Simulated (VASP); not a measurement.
Here is a VASP 6.6.1 calculation.

INCAR

```
SYSTEM = Cu
PREC = Accurate
ENCUT = 520
EDIFF = 1E-6
ISMEAR = 0
SIGMA = 0.15
LREAL = .False.
LASPH = .True.
NELM = 80
ALGO = Fast
ISIF = 2
LWAVE = .False.
LCHARG = .False.
GGA = PE
NBANDS = 18
```

The input KPOINTS:

```
Automatic mesh
0
Gamma
  18 18 18
  0 0 0
```

File POSCAR:

```
Cu
1.0
    1.3748918369     -3.5874885660      0.0000000000
    1.3748918369      3.5874885660      0.0000000000
    0.0000000000      0.0000000000      2.5142119659
Cu
2
Direct
    0.1340351705      0.8659648295      0.2500000000
    0.8659648295      0.1340351705      0.7500000000
```

Potentials or basis: VASP PAW PBE potentials, release 64 (Cu).

Command:

```bash
$ cat potpaw_PBE.64/Cu/POTCAR > POTCAR
$ mpirun -np 1 vasp_std > vasp.out
```

Task: Predict the pressure.

Result: 9.1 GPa.

Task: What does it give for the band gap on the k mesh?

Result: Zero (band 11 reaches 10.09 eV, above the bottom of band 12 at 5.43 eV).

Task: Predict the largest force.

Result: 1.041 eV/Å.

Forces on the atoms (eV/Å):
```
Cu   0.000 -1.041  0.000
Cu   0.000  1.041  0.000
```

Caveat: the cell differs from its parent crystal (normal strain along x +0.1100, normal strain along y -0.1100); forces of over 1 eV/Å act on the atoms, so gaps and moduli don't describe the material at rest.
